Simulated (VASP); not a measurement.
Input of a VASP 6.6.1 run:

Contents of INCAR:

```
  PREC = Accurate
  ENCUT = 520
  EDIFF = 1E-7
  ISMEAR = 0
  SIGMA = 0.1
  LREAL = False
  LASPH = True
  NELM = 60
  ALGO = Normal
  ISIF = 2
  LWAVE = False
  LCHARG = False
  GGA = PE
  NBANDS = 22
```

File KPOINTS:

```
regular mesh
0
Gamma
  10 10 16
```

Contents of POSCAR:

```
CuS3
1.0
    4.6602739680      0.0000000000      0.0000000000
    0.0000000000      4.6602739680      0.0000000000
    0.0000000000      0.0000000000      2.9373772824
Cu S
1 3
Direct
    0.5000000000      0.5000000000      0.5000000000
    0.0000000000      0.5000000000      0.0000000000
    0.5000000000      0.0000000000      0.0000000000
    0.0000000000      0.0000000000      0.0000000000
```

Potentials or basis: VASP PAW PBE potentials, release 64 (Cu, S).

Launch:

```sh
$ cat potpaw_PBE.64/Cu/POTCAR potpaw_PBE.64/S/POTCAR > POTCAR
$ mpirun -np 1 vasp_std > vasp.out
```

Problem. What does it give for the band gap on the k mesh?

Solution. Zero (an odd number of electrons rules out a gap without spin polarisation).

Problem. Estimate the pressure.

Solution. -0.1 GPa.

Stress tensor (GPa, compression positive):
```
-0.21  0.00  0.00
 0.00 -0.21  0.00
 0.00  0.00  0.01
```

With open d or f shells a metallic result of PBE can be an artefact of self-interaction; +U or a hybrid may open a gap.
